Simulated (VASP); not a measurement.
# Ti (P6/mmm) in VASP: a series of runs

Runs on Ti. Level: r2SCAN. Tasks: single point.

Everything below comes from runs of VASP 6.6.1. Logs are shortened: lines on timing, memory, paths and dates and some standing lists are left out, and cuts for length are marked.

## Step 1: The cell of the first run

It takes space group P6/mmm (No. 191, hexagonal). The conventional cell has a = 4.340 Å, b = 4.340 Å, c = 2.683 Å, α = 90.00°, β = 90.00°, γ = 120.00°. Ti (site symmetry 6/mmm) has 14 Ti at 2.68 to 2.84 Å within 3.5 Å. Ti (site symmetry -6m2) has 11 Ti at 2.51 to 2.84 Å within 3.3 Å.

This isn't the form of Ti at room conditions, which is hcp.

## Step 2: Single point, r2SCAN (strain -0.050 along x and y, -0.050 along z)

File POSCAR:

```
Ti
1.0
    4.3396206209      0.0000000000      0.0000000000
   -2.1698103104      3.7582217005      0.0000000000
    0.0000000000      0.0000000000      2.6833347900
Ti
3
Direct
    0.0000000000      0.0000000000      0.0000000000
    0.3333333333      0.6666666667      0.5000000000
    0.6666666667      0.3333333333      0.5000000000
```

File INCAR.step1:

```
PREC = Accurate
ENCUT = 520
ISMEAR = 0
SIGMA = 0.15
LREAL = F
LASPH = T
NELM = 60
NBANDS = 25
GGA = PE
ALGO = Normal
EDIFF = 1E-4
LWAVE = T
LCHARG = F
```

File INCAR.step2:

```
PREC = Accurate
ENCUT = 520
EDIFF = 1E-6
ISMEAR = 0
SIGMA = 0.15
LREAL = F
LASPH = T
NELM = 60
ALGO = Normal
ISIF = 2
LWAVE = F
LCHARG = F
METAGGA = R2SCAN
LMIXTAU = T
NBANDS = 25
ISTART = 1
```

File KPOINTS:

```
regular mesh
0
Gamma
  12 12 16
```

Potentials or basis: VASP PAW PBE potentials, release 64 (Ti_sv).

Started as:

```bash
cat potpaw_PBE.64/Ti_sv/POTCAR > POTCAR
cp INCAR.step1 INCAR
mpirun -np 1 vasp_std > vasp.out
cp INCAR.step2 INCAR
mpirun -np 1 vasp_std > vasp.out
```

OUTCAR:

```text
PREC = Accurate
   ENCUT = 520
   EDIFF = 1E-6
   ISMEAR = 0
   LREAL = F
   LASPH = T
   NELM = 60
   ISIF = 2
   METAGGA = R2SCAN
   ISTART = 1

 ion  position               nearest neighbor table
   1  0.000  0.000  0.000-   2 2.84   3 2.84   2 2.84   3 2.84   2 2.84   2 2.84   3 2.84   3 2.84
                             3 2.84   3 2.84   2 2.84   2 2.84
   2  0.333  0.667  0.500-   3 2.51   3 2.51   3 2.51   1 2.84   1 2.84   1 2.84   1 2.84   1 2.84
                             1 2.84
   3  0.667  0.333  0.500-   2 2.51   2 2.51   2 2.51   1 2.84   1 2.84   1 2.84   1 2.84   1 2.84
                             1 2.84

  LATTYP: Found a hexagonal cell.
 ALAT       =     4.3396206209
 C/A-ratio  =     0.6183339569

  Lattice vectors:

 A1 = (   4.3396206209,   0.0000000000,   0.0000000000)
 A2 = (  -2.1698103104,   3.7582217005,   0.0000000000)
 A3 = (   0.0000000000,   0.0000000000,   2.6833347900)

Analysis of symmetry for initial positions (statically):
=====================================================================
 Subroutine PRICEL returns:
 Original cell was already a primitive cell.

 Routine SETGRP: Setting up the symmetry group for a
 hexagonal supercell.

 Subroutine GETGRP returns: Found 24 space group operations
 (whereof 24 operations were pure point group operations)
 out of a pool of 24 trial point group operations.

The static configuration has the point symmetry D_6h.

Analysis of symmetry for dynamics (positions and initial velocities):
=====================================================================
 Subroutine PRICEL returns:
 Original cell was already a primitive cell.

 Routine SETGRP: Setting up the symmetry group for a
 hexagonal supercell.

 Subroutine GETGRP returns: Found 24 space group operations
 (whereof 24 operations were pure point group operations)
 out of a pool of 24 trial point group operations.

The dynamic configuration has the point symmetry D_6h.

 Subroutine INISYM returns: Found 24 space group operations
 (whereof 24 operations are pure point group operations),
 and found     1 'primitive' translations

----------------------------------------------------------------------------------------

                                     Primitive cell

  volume of cell :      43.7632

  direct lattice vectors                    reciprocal lattice vectors
     4.339620621  0.000000000  0.000000000     0.230434890  0.133041646  0.000000000
    -2.169810310  3.758221701  0.000000000     0.000000000  0.266083291  0.000000000
     0.000000000  0.000000000  2.683334790     0.000000000  0.000000000  0.372670605

  length of vectors
     4.339620621  4.339620621  2.683334790     0.266083291  0.266083291  0.372670605

  position of ions in fractional coordinates (direct lattice)
     0.000000000  0.000000000  0.000000000
     0.333333333  0.666666667  0.500000000
     0.666666667  0.333333333  0.500000000

  ion indices of the primitive-cell ions
   primitive index   ion index
                 1           1
                 2           2
                 3           3

----------------------------------------------------------------------------------------

 KPOINTS: regular mesh

Automatic generation of k-mesh.
 Grid dimensions read from file:
 generate k-points for:   12   12   16

 Generating k-lattice:

  Cartesian coordinates                     Fractional coordinates (reciprocal lattice)
     0.019202907  0.011086804  0.000000000     0.083333333  0.000000000  0.000000000
     0.000000000  0.022173608  0.000000000     0.000000000  0.083333333  0.000000000
     0.000000000  0.000000000  0.023291913     0.000000000  0.000000000  0.062500000

  Length of vectors
     0.022173608  0.022173608  0.023291913

  Shift w.r.t. Gamma in fractional coordinates (k-lattice)
     0.000000000  0.000000000  0.000000000

 Subroutine IBZKPT returns following result:
 ===========================================

 Found    171 irreducible k-points:

 Following reciprocal coordinates:
            Coordinates               Weight
  0.000000  0.000000  0.000000      1.000000
  0.083333 -0.000000  0.000000      6.000000
  0.166667 -0.000000  0.000000      6.000000
  0.250000 -0.000000  0.000000      6.000000
  0.333333 -0.000000  0.000000      6.000000
  0.416667 -0.000000  0.000000      6.000000
[... 16 lines left out ...]
  0.250000 -0.000000  0.062500     12.000000
  0.333333 -0.000000  0.062500     12.000000
 [... further k-points ...]
   k-points           NKPTS =    171   k-points in BZ     NKDIM =    171   number of bands    NBANDS=     25
   number of dos      NEDOS =    301   number of ions     NIONS =      3
   total plane-waves  NPLWV =  20480
   dimension x,y,z NGX =    32 NGY =   32 NGZ =   20
   dimension x,y,z NGXF=    64 NGYF=   64 NGZF=   40
   ions per type =               3
   NGX,Y,Z   is equivalent  to a cutoff of  12.26, 12.26, 12.39 a.u.
   NGXF,Y,Z  is equivalent  to a cutoff of  24.52, 24.52, 24.78 a.u.
 SYSTEM =  unknown system
   PREC   = accura    normal or accurate (medium, high low for compatibility)
   ISTART =      1    job   : 0-new  1-cont  2-samecut
   ICHARG =      0    charge: 1-file 2-atom 10-const
   ISPIN  =      1    spin polarized calculation?
   LNONCOLLINEAR =      F non collinear calculations
   LSORBIT =      F    spin-orbit coupling
   LASPH  =      T    aspherical Exc in radial PAW
   ENCUT  =  520.0 eV  38.22 Ry    6.18 a.u.   8.07  8.07  4.99*2*pi/ulx,y,z
   NELM   =     60;   NELMIN=  2; NELMDL=  0     # of ELM steps
   EDIFF  = 0.1E-05   stopping-criterion for ELM
   LREAL  =      F    real-space projection
   EDIFFG = 0.1E-04   stopping-criterion for IOM
   NSW    =      0    number of steps for IOM
   IBRION =     -1    ionic relax: 0-MD 1-quasi-New 2-CG
   NFREE  =      0    steps in history (QN), initial steepest desc. (CG)
   ISIF   =      2    stress and relaxation
   ISYM   =      2    0-nonsym 1-usesym 2-fastsym
   POTIM  = 0.5000    time-step for ionic-motion
   TEBEG  =    0.0;   TEEND  =   0.0 temperature during run
   PSTRESS=    0.0 pullay stress
   NELECT =      36.0000    total number of electrons
   NUPDOWN=      -1.0000    fix difference up-down
   EMIN   =  10.00;   EMAX   =-10.00  energy-range for DOS
   EFERMI =   0.00;   METHOD = LEGACY
   ISMEAR =     0;   SIGMA  =   0.15  broadening in eV -4-tet -1-fermi 0-gaus
   EFERMI_NEDOS =   21; number of points for ismear=-14 and -15
   IALGO  =     38    algorithm
   IMIX   =      4    mixing-type and parameters
     AMIX     =   0.40;   BMIX     =  1.00
     AMIX_MAG =   1.60;   BMIX_MAG =  1.00
  volume/ion in A,a.u.               =      14.59        98.44
  Fermi-wavevector in a.u.,A,eV,Ry     =   1.533932  2.898710 32.013775  2.352946
  Thomas-Fermi vector in A             =   2.640930
   LORBIT       =      0    0 simple, 1 ext, 2 COOP (PROOUT), +10 PAW based schemes
   METAGGA = R2SCAN    functional components
   LHFCALC =     F    Hartree Fock is set to
   AEXX    =    0.0000 exact exchange contribution
   IVDW    =     0    specifies the selected vdW correction
   LEPSILON=     F    determine dielectric tensor
   LRPA    =     F    only Hartree local field effects (RPA)
 non-spin polarized calculation
 Gauss-broadening in eV      SIGMA  =   0.15
  energy-cutoff  :      520.00
  volume of cell :       43.76
 maximum number of plane-waves:      1198
   NGX = 17   NGY = 17   NGZ =  9

 number of electron      36.0000001 magnetization

 Free energy of the ion-electron system (eV)
  ---------------------------------------------------
  ext. energy  EPLUGINS =         0.00000000
  ---------------------------------------------------
  free energy    TOTEN  =       -38.40055301 eV

  energy without entropy =      -38.37307134  energy(sigma->0) =      -38.38681218

 E-fermi :  10.2813     XC(G=0): -13.3311

 val. band max:       10.2799427413   @ k =   0.5000  -0.0000   0.0000
 cond. band min:      10.2884637360   @ k =   0.4167   0.1667   0.2500
 fundamental gap:      0.0085209947
 Fermi energy:        10.2812709065

 k-point     1 :       0.0000    0.0000    0.0000
  band No.  band energies     occupation
      1     -48.6732      2.00000
      2     -48.4042      2.00000
      3     -48.1580      2.00000
      4     -24.0592      2.00000
      5     -24.0591      2.00000
      6     -23.9994      2.00000
[... 17 lines left out ...]
     24      12.5556      0.00000
     25      12.6692      0.00000

 k-point     2 :       0.0833   -0.0000    0.0000
  band No.  band energies     occupation
      1     -48.6686      2.00000
      2     -48.4041      2.00000
      3     -48.1630      2.00000
      4     -24.1356      2.00000
      5     -24.1212      2.00000
      6     -23.9200      2.00000
[... 17 lines left out ...]
     24      12.3416      0.00000
     25      12.9453      0.00000

 k-point     3 :       0.1667   -0.0000    0.0000
  band No.  band energies     occupation
      1     -48.6558      2.00000
      2     -48.4032      2.00000
      3     -48.1776      2.00000
      4     -24.2265      2.00000
      5     -24.1676      2.00000
      6     -23.8205      2.00000
[... 17 lines left out ...]
     24      12.2208      0.00000
     25      13.2846      0.00000

 k-point     4 :       0.2500   -0.0000    0.0000
  band No.  band energies     occupation
      1     -48.6379      2.00000
      2     -48.4000      2.00000
      3     -48.2000      2.00000
      4     -24.3044      2.00000
      5     -24.1686      2.00000
      6     -23.7300      2.00000
[... 17 lines left out ...]
     24      12.5463      0.00000
     25      13.5863      0.00000
[... 477 lines left out ...]
 k-point    22 :       0.1667   -0.0000    0.0625
  band No.  band energies     occupation
      1     -48.6501      2.00000
      2     -48.4008      2.00000
      3     -48.1738      2.00000
      4     -24.2181      2.00000
      5     -24.1602      2.00000
      6     -23.8177      2.00000
[... 17 lines left out ...]
     24      12.2544      0.00000
     25      13.3352      0.00000

 k-point    23 :       0.2500   -0.0000    0.0625
  band No.  band energies     occupation
      1     -48.6326      2.00000
      2     -48.3972      2.00000
      3     -48.1962      2.00000
      4     -24.2949      2.00000
      5     -24.1618      2.00000
      6     -23.7292      2.00000
[... 17 lines left out ...]
     24      12.5287      0.00000
     25      13.6781      0.00000

 k-point    24 :       0.3333   -0.0000    0.0625
  band No.  band energies     occupation
      1     -48.6148      2.00000
      2     -48.3894      2.00000
      3     -48.2231      2.00000
      4     -24.3534      2.00000
      5     -24.1164      2.00000
      6     -23.6830      2.00000
[... 17 lines left out ...]
     24      12.9296      0.00000
     25      13.6213      0.00000

 [... further k-points ...]

------------------------ aborting loop because EDIFF is reached ----------------------------------------

  FORCE on cell =-STRESS in cart. coord.  units (eV):
  Direction    XX          YY          ZZ          XY          YZ          ZX
  --------------------------------------------------------------------------------------
  -------------------------------------------------------------------------------------
  Total        6.4586226      6.4586226      7.0440374      0.0000000      0.0000000     -0.0000000
  in kB      236.4511717    236.4511717    257.8832974      0.0000000      0.0000000     -0.0000000
  external PRESSURE =     243.5952136 kB  Pullay stress =       0.0000000 kB

 VOLUME and BASIS-vectors are now :
 -----------------------------------------------------------------------------
  energy-cutoff  :      520.00
  volume of cell :       43.76
      direct lattice vectors                 reciprocal lattice vectors
     4.339620621  0.000000000  0.000000000     0.230434890  0.133041646  0.000000000
    -2.169810310  3.758221701  0.000000000     0.000000000  0.266083291  0.000000000
     0.000000000  0.000000000  2.683334790     0.000000000  0.000000000  0.372670605

 POSITION                                       TOTAL-FORCE (eV/Angst)
 -----------------------------------------------------------------------------------
      0.00000      0.00000      0.00000        -0.000000      0.000000      0.000000
     -0.00000      2.50548      1.34167         0.000000      0.000000      0.000000
      2.16981      1.25274      1.34167        -0.000000     -0.000000      0.000000
 -----------------------------------------------------------------------------------
    total drift:                               -0.000000      0.000000      0.000000

  FREE ENERGIE OF THE ION-ELECTRON SYSTEM (eV)
  ---------------------------------------------------
  free  energy   TOTEN  =       -38.4005530132 eV

  energy  without entropy=      -38.3730713412  energy(sigma->0) =      -38.38681218
```

It took 6.7 min on 1 thread of AMD EPYC 9R45 (Zen 5), shared host; peak memory 0.23 GiB.

What came out:

- Free energy: -38.4006 eV
- Pressure: 24.4 GPa
- Band gap on the k mesh: zero (bands 18 and 19 overlap by 0.49 eV)

Caveat: the cell differs from its parent crystal (strain -0.050 along x and y, -0.050 along z); the cell stands under pressure; the PAW data sets were made with another functional, which shifts forces and pressure a little.

(Part 1 of 2 ends here.)
